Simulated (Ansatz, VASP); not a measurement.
# As: VASP beside Ansatz

```xyz
2
Lattice="1.8797 1.0853 3.4858 -1.8797 1.0853 3.4858 0.0000 -2.1705 3.4858" Properties=species:S:1:pos:R:3 pbc="T T T"
As    0.0000    0.0000    2.3795
As    0.0000    0.0000    8.0779
```

Alike in both runs: task single point; functional PBEsol; k mesh 6 × 6 × 6; occupations gaussian, width 0.1 eV; no spin polarisation.

|  | VASP | Ansatz |
| --- | --- | --- |
| version | VASP 6.6.1 | Ansatz 0.2.0 |
| potentials or method | VASP PAW PBE potentials, release 64 (As), cutoff 520 eV | scalar-relativistic, plane waves, PAW |
| valence electrons in the cell | 10 | 30 |

Ansatz gave:

* gap on the k mesh at the Fermi level (eV): none
* pressure (GPa): 0.0
* traceless stress, the component that is largest in VASP (GPa): -1.05
* rms of the force components (eV/Å): 0.032

Question: Which values does VASP return?

Answer: gap on the k mesh at the Fermi level (eV): none; pressure (GPa): 0.4; traceless stress, the component that is largest in VASP (GPa): -1.14; rms of the force components (eV/Å): 0.069.

VASP's potentials were made for PBE, not for PBEsol. Atom by atom the forces differ by 0.037 eV/Å (rms over components). A gap of «none» marks a metal or a gap that the smearing closes. The functional is the same, so the differences come from potentials, cutoffs and numerics. VASP's potentials hold 10 valence electrons a cell and Ansatz's 30, so a difference there can come from the potentials and not from the codes.
